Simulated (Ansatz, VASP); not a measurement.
## One calculation of Te2Mo, two programs

File INCAR:

```
SYSTEM = Te2Mo
  ALGO = Normal
  DIPOL = 0.5 0.5 0.410
  EDIFF = 1E-6
  ENCUT = 520
  GGA = PE
  IDIPOL = 3
  ISIF = 2
  ISMEAR = 0
  IVDW = 12
  LASPH = .True.
  LCHARG = .False.
  LDIPOL = .True.
  LREAL = .False.
  LWAVE = .False.
  NBANDS = 35
  NELM = 60
  PREC = Accurate
  SIGMA = 0.05
```

KPOINTS

```
k-points
0
Gamma
  9 9 1
  0 0 0
```

File POSCAR:

```
Te2Mo
1.0
    3.5038817216      0.0000000000      0.0000000000
   -1.7519408608      3.0344505828      0.0000000000
    0.0000000000      0.0000000000     24.7677194079
Te Mo
4 2
Direct
    0.3333333333      0.6666666667      0.1816881048
    0.3333333333      0.6666666667      0.3284056788
    0.6666666667      1.3333333333      0.4911174704
    0.6666666667      1.3333333333      0.6378350444
    0.6666666667      0.3333333333      0.2550468918
    0.3333333333      1.6666666667      0.5644762574
```

Input for Ansatz:

```yaml
crystal:
  lattice:
    - [3.5038817216, 0.0, 0.0]
    - [-1.7519408608, 3.0344505828, 0.0]
    - [0.0, 0.0, 24.7677194079]
  atoms:
    - { symbol: Te, position: [0.3333333333, 0.6666666667, 0.1816881048] }
    - { symbol: Mo, position: [0.6666666667, 0.3333333333, 0.2550468918] }
    - { symbol: Te, position: [0.3333333333, 0.6666666667, 0.3284056788] }
    - { symbol: Te, position: [0.6666666667, 1.3333333333, 0.4911174704] }
    - { symbol: Mo, position: [0.3333333333, 1.6666666667, 0.5644762574] }
    - { symbol: Te, position: [0.6666666667, 1.3333333333, 0.6378350444] }
basis:
  ecutwfc: 420
kpoints:
  mp_grid: { grid: [9, 9, 1] }
hamiltonian:
  xc: pbe
  pseudopotentials: { kind: paw, azcp: { folder: soft_1 } }
  dispersion: d3bj
scf:
  occupations: { method: gaussian, width: 0.05 }
output:
  forces: true
  eigenvalues: true
efield:
  axis: 3
  dipole_correction: true
  ramp_width: 0.04
```

Alike in both runs: task single point; functional PBE; dispersion D3(BJ); k mesh 9 × 9 × 1; occupations gaussian, width 0.05 eV; no spin polarisation.

|  | VASP | Ansatz |
| --- | --- | --- |
| version | VASP 6.6.1 | Ansatz 0.2.0 |
| potentials or method | VASP PAW PBE potentials, release 64 (Te, Mo_sv), cutoff 520 eV | scalar-relativistic, plane waves, PAW |
| valence electrons in the cell | 52 | 92 |

|  | VASP | Ansatz | Ansatz less VASP |
| --- | --- | --- | --- |
| gap on the k mesh at the Fermi level (eV) | 1.16 | 1.15 | -0.004 |
| least direct gap on the mesh (eV) | 1.17 | 1.17 | +0.001 |
| rms of the force components (eV/Å) | 0.050 | 0.045 | -0.0043 |

VASP's potentials hold 52 valence electrons a cell and Ansatz's 92, so a difference there can come from the potentials and not from the codes.

Spin-orbit coupling is off throughout.
